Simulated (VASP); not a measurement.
# Eu (Im-3m) in VASP: single point with r2SCAN

Aim: the single point of Eu with r2SCAN.

All numbers are computed with VASP 6.6.1; they aren't measurements. Logs are shortened: lines on timing, memory, paths and dates and some standing lists are left out, and cuts for length are marked.

## Step 1: The cell of the first run

It takes space group Im-3m (No. 229, cubic). The conventional cell has a = 4.395 Å, b = 4.395 Å, c = 4.395 Å, α = 90.00°, β = 90.00°, γ = 90.00°. Within 5.0 Å of Eu (site symmetry m-3m) lie 14 Eu at 3.81 to 4.39 Å.

## Step 2: Single point, r2SCAN, collinear spin, ferromagnetic start

POSCAR reads:

```
Eu
1.0
   -2.1973161047      2.1973161047      2.1973161047
    2.1973161047     -2.1973161047      2.1973161047
    2.1973161047      2.1973161047     -2.1973161047
Eu
1
Direct
    0.0000000000      0.0000000000      0.0000000000
```

INCAR.step1 reads:

```
ALGO = Normal
EDIFF = 1E-4
ENCUT = 520
GGA = PE
ISMEAR = 0
ISPIN = 2
LASPH = T
LCHARG = F
LMAXMIX = 6
LREAL = F
LWAVE = T
MAGMOM = 7
NBANDS = 18
NELM = 150
PREC = Accurate
SIGMA = 0.05
```

INCAR.step2 reads:

```
ALGO = Normal
EDIFF = 1E-6
ENCUT = 520
ISIF = 2
ISMEAR = 0
ISPIN = 2
ISTART = 1
LASPH = T
LCHARG = T
LELF = T
LMAXMIX = 6
LMIXTAU = T
LORBIT = 11
LREAL = F
LVHAR = T
LWAVE = F
MAGMOM = 7
METAGGA = R2SCAN
NBANDS = 18
NELM = 150
PREC = Accurate
SIGMA = 0.05
```

KPOINTS reads:

```
k-points
0
Gamma
  14 14 14
```

Potentials or basis: VASP PAW PBE potentials, release 64 (Eu).

The run is started by

```
$ cat potpaw_PBE.64/Eu/POTCAR > POTCAR
$ cp INCAR.step1 INCAR
$ mpirun -np 1 vasp_std > vasp.out
$ cp INCAR.step2 INCAR
$ mpirun -np 1 vasp_std > vasp.out
```

OUTCAR:

```text
EDIFF = 1E-6
   ENCUT = 520
   ISIF = 2
   ISMEAR = 0
   ISPIN = 2
   ISTART = 1
   LASPH = T
   LORBIT = 11
   LREAL = F
   METAGGA = R2SCAN
   NELM = 150
   PREC = Accurate

 ion  position               nearest neighbor table
   1  0.000  0.000  0.000-

  LATTYP: Found a body centered cubic cell.
 ALAT       =     4.3946322094

  Lattice vectors:

 A1 = (  -2.1973161047,   2.1973161047,   2.1973161047)
 A2 = (   2.1973161047,  -2.1973161047,   2.1973161047)
 A3 = (   2.1973161047,   2.1973161047,  -2.1973161047)

Analysis of symmetry for initial positions (statically):
=====================================================================
 Subroutine PRICEL returns:
 Original cell was already a primitive cell.

 Routine SETGRP: Setting up the symmetry group for a
 body centered cubic supercell.

 Subroutine GETGRP returns: Found 48 space group operations
 (whereof 48 operations were pure point group operations)
 out of a pool of 48 trial point group operations.

The static configuration has the point symmetry O_h .

Analysis of symmetry for dynamics (positions and initial velocities):
=====================================================================
 Subroutine PRICEL returns:
 Original cell was already a primitive cell.

 Routine SETGRP: Setting up the symmetry group for a
 body centered cubic supercell.

 Subroutine GETGRP returns: Found 48 space group operations
 (whereof 48 operations were pure point group operations)
 out of a pool of 48 trial point group operations.

The dynamic configuration has the point symmetry O_h .

Analysis of structural, dynamic, and magnetic symmetry:
=====================================================================
 Subroutine PRICEL returns:
 Original cell was already a primitive cell.

 Routine SETGRP: Setting up the symmetry group for a
 body centered cubic supercell.

 Subroutine GETGRP returns: Found 48 space group operations
 (whereof 48 operations were pure point group operations)
 out of a pool of 48 trial point group operations.

The overall configuration has the point symmetry O_h .

 Subroutine INISYM returns: Found 48 space group operations
 (whereof 48 operations are pure point group operations),
 and found     1 'primitive' translations

----------------------------------------------------------------------------------------

                                     Primitive cell

  volume of cell :      42.4363

  direct lattice vectors                    reciprocal lattice vectors
    -2.197316105  2.197316105  2.197316105     0.000000000  0.227550328  0.227550328
     2.197316105 -2.197316105  2.197316105     0.227550328  0.000000000  0.227550328
     2.197316105  2.197316105 -2.197316105     0.227550328  0.227550328  0.000000000

  length of vectors
     3.805863134  3.805863134  3.805863134     0.321804760  0.321804760  0.321804760

  position of ions in fractional coordinates (direct lattice)
     0.000000000  0.000000000  0.000000000

  ion indices of the primitive-cell ions
   primitive index   ion index
                 1           1

----------------------------------------------------------------------------------------

 KPOINTS: k-points

Automatic generation of k-mesh.
 Grid dimensions read from file:
 generate k-points for:   14   14   14

 Generating k-lattice:

  Cartesian coordinates                     Fractional coordinates (reciprocal lattice)
     0.000000000  0.016253595  0.016253595     0.071428571  0.000000000  0.000000000
     0.016253595  0.000000000  0.016253595     0.000000000  0.071428571  0.000000000
     0.016253595  0.016253595  0.000000000     0.000000000  0.000000000  0.071428571

  Length of vectors
     0.022986054  0.022986054  0.022986054

  Shift w.r.t. Gamma in fractional coordinates (k-lattice)
     0.000000000  0.000000000  0.000000000

 Subroutine IBZKPT returns following result:
 ===========================================

 Found    104 irreducible k-points:

 Following reciprocal coordinates:
            Coordinates               Weight
  0.000000  0.000000  0.000000      1.000000
  0.071429  0.000000  0.000000     12.000000
  0.142857  0.000000  0.000000     12.000000
  0.214286  0.000000  0.000000     12.000000
  0.285714  0.000000  0.000000     12.000000
  0.357143  0.000000  0.000000     12.000000
[... 16 lines left out ...]
  0.285714  0.285714  0.000000     24.000000
  0.357143  0.285714  0.000000     24.000000
 [... further k-points ...]
   k-points           NKPTS =    104   k-points in BZ     NKDIM =    104   number of bands    NBANDS=     18
   number of dos      NEDOS =    301   number of ions     NIONS =      1
   total plane-waves  NPLWV =  21952
   dimension x,y,z NGX =    28 NGY =   28 NGZ =   28
   dimension x,y,z NGXF=    56 NGYF=   56 NGZF=   56
   ions per type =               1
   NGX,Y,Z   is equivalent  to a cutoff of  12.23, 12.23, 12.23 a.u.
   NGXF,Y,Z  is equivalent  to a cutoff of  24.46, 24.46, 24.46 a.u.
 SYSTEM =  unknown system
   PREC   = accura    normal or accurate (medium, high low for compatibility)
   ISTART =      1    job   : 0-new  1-cont  2-samecut
   ICHARG =      0    charge: 1-file 2-atom 10-const
   ISPIN  =      2    spin polarized calculation?
   LNONCOLLINEAR =      F non collinear calculations
   LSORBIT =      F    spin-orbit coupling
   LASPH  =      T    aspherical Exc in radial PAW
   ENCUT  =  520.0 eV  38.22 Ry    6.18 a.u.   7.08  7.08  7.08*2*pi/ulx,y,z
   NELM   =    150;   NELMIN=  2; NELMDL=  0     # of ELM steps
   EDIFF  = 0.1E-05   stopping-criterion for ELM
   LREAL  =      F    real-space projection
   EDIFFG = 0.1E-04   stopping-criterion for IOM
   NSW    =      0    number of steps for IOM
   IBRION =     -1    ionic relax: 0-MD 1-quasi-New 2-CG
   NFREE  =      0    steps in history (QN), initial steepest desc. (CG)
   ISIF   =      2    stress and relaxation
   ISYM   =      2    0-nonsym 1-usesym 2-fastsym
   POTIM  = 0.5000    time-step for ionic-motion
   TEBEG  =    0.0;   TEEND  =   0.0 temperature during run
   PSTRESS=    0.0 pullay stress
   NELECT =      17.0000    total number of electrons
   NUPDOWN=      -1.0000    fix difference up-down
   EMIN   =  10.00;   EMAX   =-10.00  energy-range for DOS
   EFERMI =   0.00;   METHOD = LEGACY
   ISMEAR =     0;   SIGMA  =   0.05  broadening in eV -4-tet -1-fermi 0-gaus
   EFERMI_NEDOS =   21; number of points for ismear=-14 and -15
   IALGO  =     38    algorithm
   IMIX   =      4    mixing-type and parameters
     AMIX     =   0.40;   BMIX     =  1.00
     AMIX_MAG =   1.60;   BMIX_MAG =  1.00
  volume/ion in A,a.u.               =      42.44       286.37
  Fermi-wavevector in a.u.,A,eV,Ry     =   1.206828  2.280574 19.815975  1.456433
  Thomas-Fermi vector in A             =   2.342483
   LORBIT       =     11    0 simple, 1 ext, 2 COOP (PROOUT), +10 PAW based schemes
   METAGGA = R2SCAN    functional components
   LHFCALC =     F    Hartree Fock is set to
   AEXX    =    0.0000 exact exchange contribution
   IVDW    =     0    specifies the selected vdW correction
   LEPSILON=     F    determine dielectric tensor
   LRPA    =     F    only Hartree local field effects (RPA)
 spin polarized calculation
 Gauss-broadening in eV      SIGMA  =   0.05
  energy-cutoff  :      520.00
  volume of cell :       42.44
 maximum number of plane-waves:      1157
   NGX = 15   NGY = 15   NGZ = 15

 number of electron      16.9999992 magnetization       7.7743989

 Free energy of the ion-electron system (eV)
  ---------------------------------------------------
  ext. energy  EPLUGINS =         0.00000000
  ---------------------------------------------------
  free energy    TOTEN  =       -39.66177979 eV

  energy without entropy =      -39.65940646  energy(sigma->0) =      -39.66059312

 E-fermi :   2.1189     XC(G=0):  -9.2396

 val. band max:        2.1152807573   @ k =   0.3571   0.2857   0.0000
 cond. band min:       2.1191202297   @ k =  -0.3571  -0.3571   0.0714
 fundamental gap:      0.0038394725
 Fermi energy:         2.1189440110

 spin component 1

 k-point     1 :       0.0000    0.0000    0.0000
  band No.  band energies     occupation
      1     -41.0491      1.00000
      2     -19.0086      1.00000
      3     -19.0086      1.00000
      4     -19.0086      1.00000
      5      -2.8330      1.00000
      6       1.4745      1.00000
[... 10 lines left out ...]
     17       5.6887      0.00000
     18      11.7049      0.00000

 k-point     2 :       0.0714    0.0000    0.0000
  band No.  band energies     occupation
      1     -41.0473      1.00000
      2     -19.0319      1.00000
      3     -19.0156      1.00000
      4     -19.0088      1.00000
      5      -2.7098      1.00000
      6       1.4727      1.00000
[... 10 lines left out ...]
     17       5.6933      0.00000
     18      11.8327      0.00000

 k-point     3 :       0.1429    0.0000    0.0000
  band No.  band energies     occupation
      1     -41.0424      1.00000
      2     -19.0966      1.00000
      3     -19.0353      1.00000
      4     -19.0093      1.00000
      5      -2.3537      1.00000
      6       1.4675      1.00000
[... 10 lines left out ...]
     17       5.7185      0.00000
     18      12.0617      0.00000

 k-point     4 :       0.2143    0.0000    0.0000
  band No.  band energies     occupation
      1     -41.0352      1.00000
      2     -19.1881      1.00000
      3     -19.0635      1.00000
      4     -19.0101      1.00000
      5      -1.8061      1.00000
      6       1.4593      1.00000
[... 375 lines left out ...]
      4     -19.0558      1.00000
      5       0.7650      1.00000
      6       1.4086      1.00000
[... 10 lines left out ...]
     17       8.4316      0.00000
     18       8.7376      0.00000

 k-point    23 :       0.2857    0.2857    0.0000
  band No.  band energies     occupation
      1     -41.0102      1.00000
      2     -19.3651      1.00000
      3     -19.2450      1.00000
      4     -19.0610      1.00000
      5       0.9423      1.00000
      6       1.3930      1.00000
[... 10 lines left out ...]
     17       8.2516      0.00000
     18       8.8649      0.00000

 k-point    24 :       0.3571    0.2857    0.0000
  band No.  band energies     occupation
      1     -41.0091      1.00000
      2     -19.3476      1.00000
      3     -19.2784      1.00000
      4     -19.0633      1.00000
      5       1.1601      1.00000
      6       1.4055      1.00000
[... 10 lines left out ...]
     17       7.8494      0.00000
     18       9.3690      0.00000

 [... further k-points ...]

 spin component 2

 k-point     1 :       0.0000    0.0000    0.0000
  band No.  band energies     occupation
      1     -37.2800      1.00000
      2     -16.2688      1.00000
      3     -16.2688      1.00000
      4     -16.2688      1.00000
      5      -1.0837      1.00000
      6       5.3743      0.00000
[... 10 lines left out ...]
     17       8.2448      0.00000
     18      13.5149      0.00000

 k-point     2 :       0.0714    0.0000    0.0000
  band No.  band energies     occupation
      1     -37.2776      1.00000
      2     -16.2980      1.00000
      3     -16.2778      1.00000
      4     -16.2688      1.00000
      5      -0.9574      1.00000
      6       5.2513      0.00000
[... 10 lines left out ...]
     17       8.2507      0.00000
     18      13.6187      0.00000

 k-point     3 :       0.1429    0.0000    0.0000
  band No.  band energies     occupation
      1     -37.2710      1.00000
      2     -16.3790      1.00000
      3     -16.3029      1.00000
      4     -16.2692      1.00000
      5      -0.5947      1.00000
      6       4.9555      0.00000
[... 10 lines left out ...]
     17       8.2731      0.00000
     18      13.8358      0.00000

 k-point     4 :       0.2143    0.0000    0.0000
  band No.  band energies     occupation
      1     -37.2614      1.00000
      2     -16.4931      1.00000
      3     -16.3389      1.00000
      4     -16.2696      1.00000
      5      -0.0467      1.00000
      6       4.5488      0.00000
[... 375 lines left out ...]
      4     -16.3267      1.00000
      5       2.3327      0.00000
      6       3.5673      0.00000
[... 10 lines left out ...]
     17      10.3758      0.00000
     18      10.5288      0.00000

 k-point    23 :       0.2857    0.2857    0.0000
  band No.  band energies     occupation
      1     -37.2280      1.00000
      2     -16.7131      1.00000
      3     -16.5651      1.00000
      4     -16.3336      1.00000
      5       2.5731      0.00000
      6       3.3521      0.00000
[... 10 lines left out ...]
     17      10.2484      0.00000
     18      10.6661      0.00000

 k-point    24 :       0.3571    0.2857    0.0000
  band No.  band energies     occupation
      1     -37.2265      1.00000
      2     -16.6917      1.00000
      3     -16.6065      1.00000
      4     -16.3366      1.00000
      5       2.7948      0.00000
      6       3.4520      0.00000
[... 10 lines left out ...]
     17       9.9089      0.00000
     18      11.2091      0.00000

 [... further k-points ...]
[... 5 lines left out ...]
  --------------------------------------------------------------------------------------
  -------------------------------------------------------------------------------------
  Total        0.0603834      0.0603834      0.0603834     -0.0000000     -0.0000000     -0.0000000
  in kB        2.2797661      2.2797661      2.2797661     -0.0000000     -0.0000000     -0.0000000
  external PRESSURE =       2.2797661 kB  Pullay stress =       0.0000000 kB

 VOLUME and BASIS-vectors are now :
 -----------------------------------------------------------------------------
  energy-cutoff  :      520.00
  volume of cell :       42.44
      direct lattice vectors                 reciprocal lattice vectors
    -2.197316105  2.197316105  2.197316105     0.000000000  0.227550328  0.227550328
     2.197316105 -2.197316105  2.197316105     0.227550328  0.000000000  0.227550328
     2.197316105  2.197316105 -2.197316105     0.227550328  0.227550328  0.000000000

 POSITION                                       TOTAL-FORCE (eV/Angst)
 -----------------------------------------------------------------------------------
      0.00000      0.00000      0.00000        -0.000000      0.000000      0.000000
 -----------------------------------------------------------------------------------
    total drift:                               -0.000000     -0.000000     -0.000000

  FREE ENERGIE OF THE ION-ELECTRON SYSTEM (eV)
  ---------------------------------------------------
  free  energy   TOTEN  =       -39.6617797866 eV

  energy  without entropy=      -39.6594064623  energy(sigma->0) =      -39.66059312

 total charge

# of ion       s       p       d       f       tot
--------------------------------------------------
    1        2.083   5.762   0.284   6.668  14.797

 magnetization (x)

# of ion       s       p       d       f       tot
--------------------------------------------------
    1       -0.009  -0.146   0.202   6.668   6.714
```

Run time: 10 min. Hardware: 1 thread of Intel Xeon Platinum 8259CL at 2.50GHz (Skylake/Cascade Lake), shared host; peak memory 0.29 GiB.

What came out:

- Free energy: -39.6618 eV
- Pressure: 0.2 GPa
- Net moment: 7.77 μB per cell
- Site moments: Eu +6.71 μB
- Valence electrons inside the program's atomic spheres: Eu 14.80

Caveat: the PAW data sets were made with another functional, which shifts forces and pressure a little; spin-orbit coupling is left out, which moves the levels of the heavy elements; semilocal functionals describe open f shells poorly, which spoils levels, moments and volumes. The state reached can hang on the start; a lower one may exist.
